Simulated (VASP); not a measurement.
# Cu (P6_3/mmc) in VASP: further runs

Aim: see how the results for Cu move with the level of theory and the settings. Levels: PBEsol, BLYP+D3(BJ). Tasks: relaxation of cell and atoms.

Everything below comes from runs of VASP 6.6.1. Logs are shortened: lines on timing, memory, paths and dates and some standing lists are left out, and cuts for length are marked.

## (1) The cell of the first run

It takes space group P6_3/mmc (No. 194, hexagonal). Conventional cell: a = 2.531 Å, b = 2.531 Å, c = 8.262 Å, α = 90.00°, β = 90.00°, γ = 120.00°. Within 3.3 Å of Cu (site symmetry -3m) lie 12 Cu at 2.53 Å. Within 3.3 Å of Cu (site symmetry -6m2) lie 12 Cu at 2.53 Å.

## (2) Relaxation of cell and atoms, PBEsol

File INCAR:

```
  PREC = Accurate
  ENCUT = 600
  EDIFF = 1E-7
  ISMEAR = 1
  SIGMA = 0.15
  LREAL = F
  LASPH = T
  NELM = 100
  ALGO = Normal
  ISIF = 3
  LWAVE = F
  LCHARG = F
  GGA = PS
  IBRION = 2
  NSW = 80
  EDIFFG = -0.01
```

File KPOINTS:

```
Automatic mesh
0
Gamma
  10 10 3
```

File POSCAR:

```
Cu
1.0
    2.5307640000      0.0000000000      0.0000000000
   -1.2653820000      2.1917060000      0.0000000000
    0.0000000000      0.0000000000      8.2618150000
Cu
4
Direct
    0.0000000000      0.0000000000      0.0000000000
    0.3333333333      0.6666666667      0.2500000000
    0.0000000000      0.0000000000      0.5000000000
    0.6666666667      0.3333333333      0.7500000000
```

Potentials or basis: VASP PAW PBE potentials, release 64 (Cu).

Started as:

```
cat potpaw_PBE.64/Cu/POTCAR > POTCAR
mpirun -np 1 vasp_std > vasp.out
```

OUTCAR:

```text
PREC = Accurate
   ENCUT = 600
   EDIFF = 1E-7
   ISMEAR = 1
   LREAL = F
   LASPH = T
   NELM = 100
   ISIF = 3
   GGA = PS
   IBRION = 2
   NSW = 80
   EDIFFG = -0.01

 ion  position               nearest neighbor table
   1  0.000  0.000  0.000-   2 2.53   4 2.53   4 2.53   2 2.53   4 2.53   2 2.53
   2  0.333  0.667  0.250-   1 2.53   3 2.53   1 2.53   3 2.53   1 2.53   3 2.53
   3  0.000  0.000  0.500-   2 2.53   4 2.53   4 2.53   2 2.53   4 2.53   2 2.53
   4  0.667  0.333  0.750-   1 2.53   3 2.53   1 2.53   3 2.53   1 2.53   3 2.53

  LATTYP: Found a hexagonal cell.
 ALAT       =     2.5307640000
 C/A-ratio  =     3.2645537079

  Lattice vectors:

 A1 = (   2.5307640000,   0.0000000000,   0.0000000000)
 A2 = (  -1.2653820000,   2.1917060000,   0.0000000000)
 A3 = (   0.0000000000,   0.0000000000,   8.2618150000)

Analysis of symmetry for initial positions (statically):
=====================================================================
 Subroutine PRICEL returns:
 Original cell was already a primitive cell.

 Routine SETGRP: Setting up the symmetry group for a
 hexagonal supercell.

 Subroutine GETGRP returns: Found 24 space group operations
 (whereof 12 operations were pure point group operations)
 out of a pool of 24 trial point group operations.

The static configuration has the point symmetry D_3d.
 The point group associated with its full space group is D_6h.

Analysis of symmetry for dynamics (positions and initial velocities):
=====================================================================
 Subroutine PRICEL returns:
 Original cell was already a primitive cell.

 Routine SETGRP: Setting up the symmetry group for a
 hexagonal supercell.

 Subroutine GETGRP returns: Found 24 space group operations
 (whereof 12 operations were pure point group operations)
 out of a pool of 24 trial point group operations.

The dynamic configuration has the point symmetry D_3d.
 The point group associated with its full space group is D_6h.

 Subroutine INISYM returns: Found 24 space group operations
 (whereof 12 operations are pure point group operations),
 and found     1 'primitive' translations

----------------------------------------------------------------------------------------

                                     Primitive cell

  volume of cell :      45.8257

  direct lattice vectors                    reciprocal lattice vectors
     2.530764000  0.000000000  0.000000000     0.395137595  0.228132788  0.000000000
    -1.265382000  2.191706000  0.000000000     0.000000000  0.456265576  0.000000000
     0.000000000  0.000000000  8.261815000     0.000000000  0.000000000  0.121038779

  length of vectors
     2.530764000  2.530764074  8.261815000     0.456265589  0.456265576  0.121038779

  position of ions in fractional coordinates (direct lattice)
     0.000000000  0.000000000  0.000000000
     0.333333333  0.666666667  0.250000000
     0.000000000  0.000000000  0.500000000
     0.666666667  0.333333333  0.750000000

  ion indices of the primitive-cell ions
   primitive index   ion index
                 1           1
                 2           2
                 3           3
                 4           4

----------------------------------------------------------------------------------------

 KPOINTS: Automatic mesh

Automatic generation of k-mesh.
 Grid dimensions read from file:
 generate k-points for:   10   10    3

 Generating k-lattice:

  Cartesian coordinates                     Fractional coordinates (reciprocal lattice)
     0.039513759  0.022813279  0.000000000     0.100000000  0.000000000  0.000000000
     0.000000000  0.045626558  0.000000000     0.000000000  0.100000000  0.000000000
     0.000000000  0.000000000  0.040346260     0.000000000  0.000000000  0.333333333

  Length of vectors
     0.045626559  0.045626558  0.040346260

  Shift w.r.t. Gamma in fractional coordinates (k-lattice)
     0.000000000  0.000000000  0.000000000

 Subroutine IBZKPT returns following result:
 ===========================================

 Found     28 irreducible k-points:

 Following reciprocal coordinates:
            Coordinates               Weight
  0.000000  0.000000  0.000000      1.000000
  0.100000  0.000000  0.000000      6.000000
  0.200000  0.000000  0.000000      6.000000
  0.300000  0.000000  0.000000      6.000000
  0.400000  0.000000  0.000000      6.000000
  0.500000  0.000000  0.000000      3.000000
[... 16 lines left out ...]
  0.300000  0.100000  0.333333     24.000000
  0.400000  0.100000  0.333333     24.000000
 [... further k-points ...]
   k-points           NKPTS =     28   k-points in BZ     NKDIM =     28   number of bands    NBANDS=     26
   number of dos      NEDOS =    301   number of ions     NIONS =      4
   total plane-waves  NPLWV =  28000
   dimension x,y,z NGX =    20 NGY =   20 NGZ =   70
   dimension x,y,z NGXF=    40 NGYF=   40 NGZF=  140
   ions per type =               4
   NGX,Y,Z   is equivalent  to a cutoff of  13.14, 13.14, 14.09 a.u.
   NGXF,Y,Z  is equivalent  to a cutoff of  26.28, 26.28, 28.17 a.u.
 SYSTEM =  unknown system
   PREC   = accura    normal or accurate (medium, high low for compatibility)
   ISTART =      0    job   : 0-new  1-cont  2-samecut
   ICHARG =      2    charge: 1-file 2-atom 10-const
   ISPIN  =      1    spin polarized calculation?
   LNONCOLLINEAR =      F non collinear calculations
   LSORBIT =      F    spin-orbit coupling
   LASPH  =      T    aspherical Exc in radial PAW
   ENCUT  =  600.0 eV  44.10 Ry    6.64 a.u.   5.05  5.05 16.50*2*pi/ulx,y,z
   NELM   =    100;   NELMIN=  2; NELMDL= -5     # of ELM steps
   EDIFF  = 0.1E-06   stopping-criterion for ELM
   LREAL  =      F    real-space projection
   EDIFFG = -.1E-01   stopping-criterion for IOM
   NSW    =     80    number of steps for IOM
   IBRION =      2    ionic relax: 0-MD 1-quasi-New 2-CG
   NFREE  =      1    steps in history (QN), initial steepest desc. (CG)
   ISIF   =      3    stress and relaxation
   ISYM   =      2    0-nonsym 1-usesym 2-fastsym
   POTIM  = 0.5000    time-step for ionic-motion
   TEBEG  =    0.0;   TEEND  =   0.0 temperature during run
   PSTRESS=    0.0 pullay stress
   NELECT =      44.0000    total number of electrons
   NUPDOWN=      -1.0000    fix difference up-down
   EMIN   =  10.00;   EMAX   =-10.00  energy-range for DOS
   EFERMI =   0.00;   METHOD = LEGACY
   ISMEAR =     1;   SIGMA  =   0.15  broadening in eV -4-tet -1-fermi 0-gaus
   EFERMI_NEDOS =   21; number of points for ismear=-14 and -15
   IALGO  =     38    algorithm
   IMIX   =      4    mixing-type and parameters
     AMIX     =   0.40;   BMIX     =  1.00
     AMIX_MAG =   1.60;   BMIX_MAG =  1.00
  volume/ion in A,a.u.               =      11.46        77.31
  Fermi-wavevector in a.u.,A,eV,Ry     =   1.615062  3.052025 35.489789  2.608426
  Thomas-Fermi vector in A             =   2.709870
   LORBIT       =      0    0 simple, 1 ext, 2 COOP (PROOUT), +10 PAW based schemes
   GGA     = PS    functional components
   LHFCALC =     F    Hartree Fock is set to
   AEXX    =    0.0000 exact exchange contribution
   IVDW    =     0    specifies the selected vdW correction
   LEPSILON=     F    determine dielectric tensor
   LRPA    =     F    only Hartree local field effects (RPA)
 conjugate gradient relaxation of ions
 non-spin polarized calculation
 Methfessel and Paxton  Order N= 1 SIGMA  =   0.15
  energy-cutoff  :      600.00
  volume of cell :       45.83
 maximum number of plane-waves:      1547
   NGX = 11   NGY = 11   NGZ = 33

--------------------------------------- Ionic step        1  -------------------------------------------

 number of electron      44.0000004 magnetization

 Free energy of the ion-electron system (eV)
  ---------------------------------------------------
  ext. energy  EPLUGINS =         0.00000000
  ---------------------------------------------------
  free energy    TOTEN  =       -17.19092290 eV

  energy without entropy =      -17.19272902  energy(sigma->0) =      -17.19152494

------------------------ aborting loop because EDIFF is reached ----------------------------------------

  FORCE on cell =-STRESS in cart. coord.  units (eV):
  Direction    XX          YY          ZZ          XY          YZ          ZX
  --------------------------------------------------------------------------------------
  -------------------------------------------------------------------------------------
  Total       -0.1633222     -0.1633222     -0.5361541      0.0000000     -0.0000000      0.0000000
  in kB       -5.7101352     -5.7101357    -18.7452324      0.0000000     -0.0000000      0.0000000
  external PRESSURE =     -10.0551678 kB  Pullay stress =       0.0000000 kB
[... 175 lines left out ...]
  energy  without entropy=      -17.1929889831  energy(sigma->0) =      -17.19288987

--------------------------------------- Ionic step        6  -------------------------------------------

 number of electron      44.0000017 magnetization

 Free energy of the ion-electron system (eV)
  ---------------------------------------------------
  ext. energy  EPLUGINS =         0.00000000
  ---------------------------------------------------
  free energy    TOTEN  =       -17.19283876 eV

  energy without entropy =      -17.19295447  energy(sigma->0) =      -17.19287733

 E-fermi :   7.8237     XC(G=0): -13.1221

 val. band max:        7.7975548758   @ k =   0.3000   0.0000   0.3333
 cond. band min:       7.8797539496   @ k =   0.4000   0.1000   0.3333
 fundamental gap:      0.0821990738
 Fermi energy:         7.8236990661

 k-point     1 :       0.0000    0.0000    0.0000
  band No.  band energies     occupation
      1      -1.8109      2.00000
      2       0.3807      2.00000
      3       0.4003      2.00000
      4       2.5777      2.00000
      5       4.4723      2.00000
      6       4.4761      2.00000
[... 685 lines left out ...]
     25      12.8561      0.00000
     26      13.3536      0.00000

 [... further k-points ...]
[... 5 lines left out ...]
  --------------------------------------------------------------------------------------
  -------------------------------------------------------------------------------------
  Total       -0.0045024     -0.0045024      0.0135789      0.0000000     -0.0000000      0.0000000
  in kB       -0.1583894     -0.1583895      0.4776880      0.0000000     -0.0000000      0.0000000
  external PRESSURE =       0.0536364 kB  Pullay stress =       0.0000000 kB
[... 19 lines left out ...]
  FREE ENERGIE OF THE ION-ELECTRON SYSTEM (eV)
  ---------------------------------------------------
  free  energy   TOTEN  =       -17.1928387646 eV

  energy  without entropy=      -17.1929544696  energy(sigma->0) =      -17.19287733

 reached required accuracy - stopping structural energy minimisation
```

It took 74 s on 1 thread of Intel Xeon 6975P-C (Granite Rapids), shared host; peak memory 0.18 GiB.

Results:

```
Free energy                            : -17.1928 eV
Relaxed volume                         : 11.39 Å³/atom
Relaxed cell                           : a = 2.533 Å, b = 2.533 Å, c = 8.199 Å, α = 90.00°, β = 90.00°, γ = 120.00°
Space group after relaxing (to 0.05 Å) : P6_3/mmc (No. 194)
Energy gained by relaxing              : 0.5 meV/atom
Ionic steps                            : 6
Pressure after relaxing                : 0.0 GPa
Band gap on the k mesh                 : zero (band 22 reaches 10.91 eV, above the bottom of band 23 at 6.11 eV)
```

Step by step:
```
step  energy change (eV)  largest force (eV/Å)  pressure (GPa)  volume (Å³)
   1              0.0000                0.0000           -1.01        45.83
   2             -0.0013                0.0000            0.63        45.35
   3             -0.0015                0.0000            0.20        45.47
   4             -0.0019                0.0000            0.12        45.51
   5             -0.0019                0.0000            0.13        45.54
   6             -0.0019                0.0000            0.01        45.54
```

Final structure:
```
CELL_PARAMETERS angstrom
2.53259 0.00000 0.00000
-1.26629 2.19329 0.00000
0.00000 0.00000 8.19919
ATOMIC_POSITIONS crystal
Cu 0.00000 0.00000 0.00000
Cu 0.33333 0.66667 0.25000
Cu 0.00000 0.00000 0.50000
Cu 0.66667 0.33333 0.75000
```

Levels at points of the mesh, in eV from the Fermi level:
```
           k point  band 21  band 22  band 23  band 24  band 25  band 26
(0.00, 0.00, 0.00)    -1.96    -1.65    -1.65    -1.03     4.09    12.99
(0.50, 0.00, 0.00)    -0.69     0.35     0.99     1.57     4.75     4.78
```

Caveat: the PAW data sets were made with another functional, which shifts forces and pressure a little.

## (3) Relaxation of cell and atoms, BLYP+D3(BJ)

File INCAR:

```
PREC = Accurate
ENCUT = 600
EDIFF = 1E-7
ISMEAR = 1
SIGMA = 0.15
LREAL = False
LASPH = True
NELM = 100
ALGO = Normal
ISIF = 3
LWAVE = False
LCHARG = False
GGA = B5
ALDAX = 1.0
AGGAX = 1.0
AGGAC = 1.0
ALDAC = 0.0
IVDW = 12
IBRION = 2
NSW = 80
EDIFFG = -0.01
VDW_S6 = 1.0
VDW_S8 = 2.6996
VDW_A1 = 0.4298
VDW_A2 = 4.2359
```

File KPOINTS:

```
regular mesh
0
Gamma
  10 10 3
```

POSCAR is that of step 2.

Potentials or basis: VASP PAW PBE potentials, release 64 (Cu).

Started as:

```
cat potpaw_PBE.64/Cu/POTCAR > POTCAR
mpirun -np 1 vasp_std > vasp.out
```

Wall time 2.2 min (1 thread of Intel Xeon 6975P-C (Granite Rapids), shared host); peak memory 0.19 GiB.

The run converged. Its results:

| Property | Result |
| --- | --- |
| Free energy | -17.1092 eV |
| Relaxed volume | 11.18 Å³/atom |
| Relaxed cell | a = 2.516 Å, b = 2.516 Å, c = 8.157 Å, α = 90.00°, β = 90.00°, γ = 120.00° |
| Space group after relaxing (to 0.05 Å) | P6_3/mmc (No. 194) |
| Energy gained by relaxing | 3.6 meV/atom |
| Ionic steps | 6 |
| Pressure after relaxing | 0.1 GPa |
| Band gap on the k mesh | zero (band 22 reaches 11.97 eV, above the bottom of band 23 at 6.91 eV) |
| Dispersion energy per atom | -1.397 eV |

Stress tensor (GPa, compression positive):
```
0.11 0.00 0.00
0.00 0.11 0.00
0.00 0.00 0.02
```

The path:
```csv
step,energy change (eV),largest force (eV/Å),pressure (GPa),volume (Å³)
1,0.0000,0.0000,-3.84,45.83
2,-0.0080,0.0000,2.76,44.03
3,-0.0139,0.0000,0.04,44.72
4,-0.0139,0.0000,0.10,44.70
5,-0.0142,0.0000,0.20,44.71
6,-0.0142,0.0000,0.08,44.72
```

Final structure:
```
CELL_PARAMETERS angstrom
2.51585 0.00000 0.00000
-1.25793 2.17879 0.00000
0.00000 0.00000 8.15746
ATOMIC_POSITIONS crystal
Cu 0.00000 0.00000 0.00000
Cu 0.33333 0.66667 0.25000
Cu 0.00000 0.00000 0.50000
Cu 0.66667 0.33333 0.75000
```

Levels at points of the mesh, in eV from the Fermi level:
| k point | band 21 | band 22 | band 23 | band 24 | band 25 | band 26 |
| --- | --- | --- | --- | --- | --- | --- |
| (0.00, 0.00, 0.00) | -2.13 | -1.81 | -1.81 | -0.91 | 4.10 | 13.19 |
| (0.50, 0.00, 0.00) | -0.59 | 0.46 | 1.02 | 1.62 | 4.82 | 4.86 |

Caveat: the PAW data sets were made with another functional, which shifts forces and pressure a little; pairwise dispersion overbinds metals, which lowers pressure and volume.
